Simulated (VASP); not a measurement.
# BN (P6_3mc) in VASP: further runs

Runs on BN. Level: r2SCAN. Tasks: single point.

Everything below comes from runs of VASP 6.6.1. Logs are shortened: lines on timing, memory, paths and dates and some standing lists are left out, and cuts for length are marked.

### Step 1. The cell of the first run

It takes space group P6_3mc (No. 186, hexagonal). Conventional cell: a = 2.550 Å, b = 2.550 Å, c = 4.210 Å, α = 90.00°, β = 90.00°, γ = 120.00°. Within 2.1 Å of B (site symmetry 3m) lie 4 N at 1.56 to 1.57 Å. N (site symmetry 3m) has 4 B at 1.56 to 1.57 Å within 2.1 Å.

### Step 2. Single point, r2SCAN

Contents of POSCAR:

```
BN
1.0
    2.5500000000      0.0000000000      0.0000000000
   -1.2750000000      2.2083647797      0.0000000000
    0.0000000000      0.0000000000      4.2100000000
B N
2 2
Direct
    0.3333333333      0.6666666667      0.0000000000
    0.6666666667      0.3333333333      0.5000000000
    0.3333333333      0.6666666667      0.3740000000
    0.6666666667      0.3333333333      0.8740000000
```

Contents of INCAR.step1:

```
SYSTEM = BN
ALGO = Normal ; EDIFF = 1E-5
ENCUT = 1460 ; GGA = PE
GGA_COMPAT = .False. ; ISMEAR = 0
LASPH = .True. ; LCHARG = .False.
LREAL = .False. ; LWAVE = .True.
NBANDS = 16 ; NELM = 120
PREC = Accurate ; SIGMA = 0.1
```

Contents of INCAR.step2:

```
SYSTEM = BN
ALGO = Normal ; EDIFF = 1E-6
ENCUT = 1460 ; GGA_COMPAT = .False.
ISIF = 2 ; ISMEAR = 0
ISTART = 1 ; LASPH = .True.
LCHARG = .True. ; LELF = .True.
LMIXTAU = .True. ; LREAL = .False.
LVHAR = .True. ; LWAVE = .False.
METAGGA = R2SCAN ; NBANDS = 16
NELM = 120 ; PREC = Accurate
SIGMA = 0.1
```

Contents of KPOINTS:

```
k-points
0
Gamma
  9 9 4
  0 0 0
```

Potentials or basis: VASP PAW PBE potentials, release 64 (B_h, N_h).

The run is started by

```console
$ cat potpaw_PBE.64/B_h/POTCAR potpaw_PBE.64/N_h/POTCAR > POTCAR
$ cp INCAR.step1 INCAR
$ mpirun -np 1 vasp_std > vasp.out
$ cp INCAR.step2 INCAR
$ mpirun -np 1 vasp_std > vasp.out
```

OUTCAR:

```text
SYSTEM = BN
   EDIFF = 1E-6
   ENCUT = 1460
   ISIF = 2
   ISMEAR = 0
   ISTART = 1
   LASPH = .True.
   LREAL = .False.
   METAGGA = R2SCAN
   NELM = 120
   PREC = Accurate

 ion  position               nearest neighbor table
   1  0.333  0.667  0.000-
   2  0.667  0.333  0.500-
   3  0.333  0.667  0.374-
   4  0.667  0.333  0.874-

  LATTYP: Found a hexagonal cell.
 ALAT       =     2.5500000000
 C/A-ratio  =     1.6509803922

  Lattice vectors:

 A1 = (   2.5500000000,   0.0000000000,   0.0000000000)
 A2 = (  -1.2750000000,   2.2083647797,   0.0000000000)
 A3 = (   0.0000000000,   0.0000000000,   4.2100000000)

Analysis of symmetry for initial positions (statically):
=====================================================================
 Subroutine PRICEL returns:
 Original cell was already a primitive cell.

 Routine SETGRP: Setting up the symmetry group for a
 hexagonal supercell.

 Subroutine GETGRP returns: Found 12 space group operations
 (whereof  6 operations were pure point group operations)
 out of a pool of 24 trial point group operations.

The static configuration has the point symmetry C_3v.
 The point group associated with its full space group is C_6v.

Analysis of symmetry for dynamics (positions and initial velocities):
=====================================================================
 Subroutine PRICEL returns:
 Original cell was already a primitive cell.

 Routine SETGRP: Setting up the symmetry group for a
 hexagonal supercell.

 Subroutine GETGRP returns: Found 12 space group operations
 (whereof  6 operations were pure point group operations)
 out of a pool of 24 trial point group operations.

The dynamic configuration has the point symmetry C_3v.
 The point group associated with its full space group is C_6v.

 Subroutine INISYM returns: Found 12 space group operations
 (whereof  6 operations are pure point group operations),
 and found     1 'primitive' translations

----------------------------------------------------------------------------------------

                                     Primitive cell

  volume of cell :      23.7079

  direct lattice vectors                    reciprocal lattice vectors
     2.550000000  0.000000000  0.000000000     0.392156863  0.226411870  0.000000000
    -1.275000000  2.208364780  0.000000000     0.000000000  0.452823741  0.000000000
     0.000000000  0.000000000  4.210000000     0.000000000  0.000000000  0.237529691

  length of vectors
     2.550000000  2.550000000  4.210000000     0.452823741  0.452823741  0.237529691

  position of ions in fractional coordinates (direct lattice)
     0.333333333  0.666666667  0.000000000
     0.666666667  0.333333333  0.500000000
     0.333333333  0.666666667  0.374000000
     0.666666667  0.333333333  0.874000000

  ion indices of the primitive-cell ions
   primitive index   ion index
                 1           1
                 2           2
                 3           3
                 4           4

----------------------------------------------------------------------------------------

 KPOINTS: k-points

Automatic generation of k-mesh.
 Grid dimensions read from file:
 generate k-points for:    9    9    4

 Generating k-lattice:

  Cartesian coordinates                     Fractional coordinates (reciprocal lattice)
     0.043572985  0.025156874  0.000000000     0.111111111  0.000000000  0.000000000
     0.000000000  0.050313749  0.000000000     0.000000000  0.111111111  0.000000000
     0.000000000  0.000000000  0.059382423     0.000000000  0.000000000  0.250000000

  Length of vectors
     0.050313749  0.050313749  0.059382423

  Shift w.r.t. Gamma in fractional coordinates (k-lattice)
     0.000000000  0.000000000  0.000000000

 Subroutine IBZKPT returns following result:
 ===========================================

 Found     36 irreducible k-points:

 Following reciprocal coordinates:
            Coordinates               Weight
  0.000000  0.000000  0.000000      1.000000
  0.111111  0.000000  0.000000      6.000000
  0.222222  0.000000  0.000000      6.000000
  0.333333  0.000000  0.000000      6.000000
  0.444444  0.000000  0.000000      6.000000
  0.111111  0.111111  0.000000      6.000000
[... 16 lines left out ...]
  0.333333  0.222222  0.250000     24.000000
  0.333333  0.333333  0.250000      4.000000
 [... further k-points ...]
   k-points           NKPTS =     36   k-points in BZ     NKDIM =     36   number of bands    NBANDS=     16
   number of dos      NEDOS =    301   number of ions     NIONS =      4
   total plane-waves  NPLWV =  55296
   dimension x,y,z NGX =    32 NGY =   32 NGZ =   54
   dimension x,y,z NGXF=    64 NGYF=   64 NGZF=  108
   ions per type =               2   2
   NGX,Y,Z   is equivalent  to a cutoff of  20.86, 20.86, 21.32 a.u.
   NGXF,Y,Z  is equivalent  to a cutoff of  41.72, 41.72, 42.65 a.u.
 SYSTEM =  BN
   PREC   = accura    normal or accurate (medium, high low for compatibility)
   ISTART =      1    job   : 0-new  1-cont  2-samecut
   ICHARG =      0    charge: 1-file 2-atom 10-const
   ISPIN  =      1    spin polarized calculation?
   LNONCOLLINEAR =      F non collinear calculations
   LSORBIT =      F    spin-orbit coupling
   LASPH  =      T    aspherical Exc in radial PAW
   ENCUT  = 1460.0 eV 107.31 Ry   10.36 a.u.   7.94  7.94 13.12*2*pi/ulx,y,z
   NELM   =    120;   NELMIN=  2; NELMDL=  0     # of ELM steps
   EDIFF  = 0.1E-05   stopping-criterion for ELM
   LREAL  =      F    real-space projection
   EDIFFG = 0.1E-04   stopping-criterion for IOM
   NSW    =      0    number of steps for IOM
   IBRION =     -1    ionic relax: 0-MD 1-quasi-New 2-CG
   NFREE  =      0    steps in history (QN), initial steepest desc. (CG)
   ISIF   =      2    stress and relaxation
   ISYM   =      2    0-nonsym 1-usesym 2-fastsym
   POTIM  = 0.5000    time-step for ionic-motion
   TEBEG  =    0.0;   TEEND  =   0.0 temperature during run
   PSTRESS=    0.0 pullay stress
   NELECT =      16.0000    total number of electrons
   NUPDOWN=      -1.0000    fix difference up-down
   EMIN   =  10.00;   EMAX   =-10.00  energy-range for DOS
   EFERMI =   0.00;   METHOD = LEGACY
   ISMEAR =     0;   SIGMA  =   0.10  broadening in eV -4-tet -1-fermi 0-gaus
   EFERMI_NEDOS =   21; number of points for ismear=-14 and -15
   IALGO  =     38    algorithm
   IMIX   =      4    mixing-type and parameters
     AMIX     =   0.40;   BMIX     =  1.00
     AMIX_MAG =   1.60;   BMIX_MAG =  1.00
  volume/ion in A,a.u.               =       5.93        40.00
  Fermi-wavevector in a.u.,A,eV,Ry     =   1.435987  2.713622 28.056005  2.062058
  Thomas-Fermi vector in A             =   2.555225
   LORBIT       =      0    0 simple, 1 ext, 2 COOP (PROOUT), +10 PAW based schemes
   METAGGA = R2SCAN    functional components
   LHFCALC =     F    Hartree Fock is set to
   AEXX    =    0.0000 exact exchange contribution
   IVDW    =     0    specifies the selected vdW correction
   LEPSILON=     F    determine dielectric tensor
   LRPA    =     F    only Hartree local field effects (RPA)
 non-spin polarized calculation
 Gauss-broadening in eV      SIGMA  =   0.10
  energy-cutoff  :     1460.00
  volume of cell :       23.71
 maximum number of plane-waves:      3033
 NGX is ok and might be reduce to    32
   NGX = 15   NGY = 15   NGZ = 27

 number of electron      16.0000000 magnetization

 Free energy of the ion-electron system (eV)
  ---------------------------------------------------
  ext. energy  EPLUGINS =         0.00000000
  ---------------------------------------------------
  free energy    TOTEN  =       -38.32870053 eV

  energy without entropy =      -38.32870053  energy(sigma->0) =      -38.32870053

 E-fermi :   9.5701     XC(G=0): -13.7273

 val. band max:        9.0473619709   @ k =   0.0000   0.0000   0.0000
 cond. band min:      14.7553695990   @ k =   0.3333   0.3333   0.0000
 fundamental gap:      5.7080076281
 Fermi energy:         9.5701177591

 k-point     1 :       0.0000    0.0000    0.0000
  band No.  band energies     occupation
      1     -12.3861      2.00000
      2      -8.1562      2.00000
      3      -2.2381      2.00000
      4       6.8323      2.00000
      5       6.8323      2.00000
      6       8.7447      2.00000
[... 8 lines left out ...]
     15      21.7889      0.00000
     16      26.4437      0.00000

 k-point     2 :       0.1111    0.0000    0.0000
  band No.  band energies     occupation
      1     -12.1097      2.00000
      2      -7.9471      2.00000
      3      -1.9639      2.00000
      4       5.6088      2.00000
      5       6.3400      2.00000
      6       8.0207      2.00000
[... 8 lines left out ...]
     15      22.5985      0.00000
     16      25.9509      0.00000

 k-point     3 :       0.2222    0.0000    0.0000
  band No.  band energies     occupation
      1     -11.2987      2.00000
      2      -7.3805      2.00000
      3      -1.1625      2.00000
      4       3.0188      2.00000
      5       5.3385      2.00000
      6       5.7445      2.00000
[... 8 lines left out ...]
     15      24.5253      0.00000
     16      25.2133      0.00000

 k-point     4 :       0.3333    0.0000    0.0000
  band No.  band energies     occupation
      1     -10.0299      2.00000
      2      -6.7339      2.00000
      3       0.0750      2.00000
      4       0.5210      2.00000
      5       3.2732      2.00000
      6       4.4407      2.00000
[... 8 lines left out ...]
     15      25.9498      0.00000
     16      26.6202      0.00000
[... 324 lines left out ...]
 k-point    22 :       0.2222    0.2222    0.2500
  band No.  band energies     occupation
      1      -9.0012      2.00000
      2      -7.0275      2.00000
      3       0.1513      2.00000
      4       1.3408      2.00000
      5       2.8777      2.00000
      6       3.0254      2.00000
[... 8 lines left out ...]
     15      25.2015      0.00000
     16      26.1565      0.00000

 k-point    23 :       0.3333    0.2222    0.2500
  band No.  band energies     occupation
      1      -7.7510      2.00000
      2      -6.7103      2.00000
      3      -0.5287      2.00000
      4       0.4560      2.00000
      5       1.6242      2.00000
      6       3.5426      2.00000
[... 8 lines left out ...]
     15      25.8382      0.00000
     16      26.7966      0.00000

 k-point    24 :       0.3333    0.3333    0.2500
  band No.  band energies     occupation
      1      -6.9294      2.00000
      2      -6.9294      2.00000
      3      -0.0298      2.00000
      4       0.4688      2.00000
      5       0.4688      2.00000
      6       2.6269      2.00000
[... 8 lines left out ...]
     15      26.5375      0.00000
     16      26.5375      0.00000

 [... further k-points ...]

------------------------ aborting loop because EDIFF is reached ----------------------------------------

  FORCE on cell =-STRESS in cart. coord.  units (eV):
  Direction    XX          YY          ZZ          XY          YZ          ZX
  --------------------------------------------------------------------------------------
  -------------------------------------------------------------------------------------
  Total       -0.4698452     -0.4698452     -0.2030587      0.0000000     -0.0000000      0.0000000
  in kB      -31.7520861    -31.7520861    -13.7226876      0.0000000     -0.0000000      0.0000000
  external PRESSURE =     -25.7422866 kB  Pullay stress =       0.0000000 kB

 VOLUME and BASIS-vectors are now :
 -----------------------------------------------------------------------------
  energy-cutoff  :     1460.00
  volume of cell :       23.71
      direct lattice vectors                 reciprocal lattice vectors
     2.550000000  0.000000000  0.000000000     0.392156863  0.226411870  0.000000000
    -1.275000000  2.208364780  0.000000000     0.000000000  0.452823741  0.000000000
     0.000000000  0.000000000  4.210000000     0.000000000  0.000000000  0.237529691

 POSITION                                       TOTAL-FORCE (eV/Angst)
 -----------------------------------------------------------------------------------
     -0.00000      1.47224      0.00000         0.000000      0.000000     -0.061661
      1.27500      0.73612      2.10500        -0.000000      0.000000     -0.061661
     -0.00000      1.47224      1.57454         0.000000      0.000000      0.061661
      1.27500      0.73612      3.67954        -0.000000     -0.000000      0.061661
 -----------------------------------------------------------------------------------
    total drift:                               -0.000000     -0.000000      0.007001

  FREE ENERGIE OF THE ION-ELECTRON SYSTEM (eV)
  ---------------------------------------------------
  free  energy   TOTEN  =       -38.3287005303 eV

  energy  without entropy=      -38.3287005303  energy(sigma->0) =      -38.32870053
```

It took 2.6 min on 1 thread of AMD EPYC 7R13 (Zen 3), shared host; peak memory 0.22 GiB.

Results:

| Item | Value |
| --- | --- |
| Free energy | -38.3287 eV |
| Pressure | -2.6 GPa |
| Largest force | 0.062 eV/Å |
| Band gap on the k mesh | 5.71 eV (least direct gap 8.93 eV) |

Forces in eV/Å, atoms in the order of the input:
```
B    0.000  0.000 -0.062
B    0.000  0.000 -0.062
N    0.000  0.000  0.062
N    0.000  0.000  0.062
```

Caveat: the PAW data sets were made with another functional, which shifts forces and pressure a little.

### Step 3. Single point, r2SCAN (atoms moved along the polar distortion)

Contents of POSCAR:

```
BN
1.0
    2.5433243829      0.0000000000      0.0000000000
   -1.2716621915      2.2025835257      0.0000000000
    0.0000000000      0.0000000000      4.2068547497
B N
2 2
Direct
    0.3333333333      0.6666666667     -0.0285167039
    0.6666666667      0.3333333333      0.4714832961
    0.3333333333      0.6666666667      0.4025167039
    0.6666666667      0.3333333333      0.9025167039
```

Contents of INCAR.step1:

```
PREC     = Accurate       # precision mode
ENCUT    = 1460           # plane-wave cutoff, eV
ISMEAR   = 0              # smearing method
SIGMA    = 0.01           # smearing width, eV
LREAL    = F              # projectors in reciprocal space
LASPH    = T              # aspherical terms in the spheres
NELM     = 120            # most SCF steps
NBANDS   = 16             # bands
GGA      = PE             # functional
ALGO     = Normal         # electronic algorithm
EDIFF    = 1E-5           # SCF threshold, eV
LWAVE    = T              # write WAVECAR
LCHARG   = F              # write CHGCAR
GGA_COMPAT= F
```

Contents of INCAR.step2:

```
PREC     = Accurate       # precision mode
ENCUT    = 1460           # plane-wave cutoff, eV
EDIFF    = 1E-6           # SCF threshold, eV
ISMEAR   = 0              # smearing method
SIGMA    = 0.01           # smearing width, eV
LREAL    = F              # projectors in reciprocal space
LASPH    = T              # aspherical terms in the spheres
NELM     = 120            # most SCF steps
ALGO     = Normal         # electronic algorithm
ISIF     = 2              # what is computed and relaxed
LWAVE    = F              # write WAVECAR
LCHARG   = F              # write CHGCAR
METAGGA  = R2SCAN         # meta-GGA
LMIXTAU  = T            
NBANDS   = 16             # bands
ISTART   = 1            
GGA_COMPAT= F
```

Contents of KPOINTS:

```
Automatic mesh
0
Gamma
  12 12 6
```

Potentials or basis: VASP PAW PBE potentials, release 64 (B_h, N_h).

The run is started by

```console
$ cat potpaw_PBE.64/B_h/POTCAR potpaw_PBE.64/N_h/POTCAR > POTCAR
$ cp INCAR.step1 INCAR
$ mpirun -np 1 vasp_std > vasp.out
$ cp INCAR.step2 INCAR
$ mpirun -np 1 vasp_std > vasp.out
```

Run time: 2.6 min. Hardware: 1 thread of Intel Xeon 6975P-C (Granite Rapids), shared host; peak memory 0.3 GiB.

It converged, with:

```yaml
Free_energy: -37.4674 eV
Pressure: 12.8 GPa
Largest_force: 2.693 eV/Å
Band_gap_on_the_k_mesh: 4.92 eV (least direct gap 7.44 eV)
```

Forces on the atoms (eV/Å):
```
B    0.000  0.000  2.693
B    0.000  0.000  2.693
N    0.000  0.000 -2.693
N    0.000  0.000 -2.693
```

Stress tensor (GPa, compression positive):
```
 3.16  0.00  0.00
 0.00  3.16  0.00
 0.00  0.00 32.22
```

Levels at points of the mesh, in eV from the valence-band top:
| k point | band 5 | band 6 | band 7 | band 8 | band 9 | band 10 | band 11 | band 12 |
| --- | --- | --- | --- | --- | --- | --- | --- | --- |
| (0.00, 0.00, 0.00) | -4.12 | -2.41 | -2.41 | 0.00 | 7.50 | 8.23 | 8.23 | 8.91 |
| (0.50, 0.00, 0.00) | -7.53 | -7.15 | -4.87 | -4.17 | 5.89 | 7.02 | 10.31 | 11.43 |
| (0.00, 0.00, 0.50) | -3.32 | -3.32 | -3.32 | -3.32 | 8.90 | 8.90 | 9.37 | 9.37 |
| (0.50, 0.00, 0.50) | -6.13 | -6.13 | -3.59 | -3.59 | 5.13 | 5.13 | 8.33 | 8.33 |

Caveat: the cell differs from its parent crystal (atoms moved along the polar distortion); the stress differs along the axes, from 3 to 32 GPa; the PAW data sets were made with another functional, which shifts forces and pressure a little. A k mesh can miss the band edges.
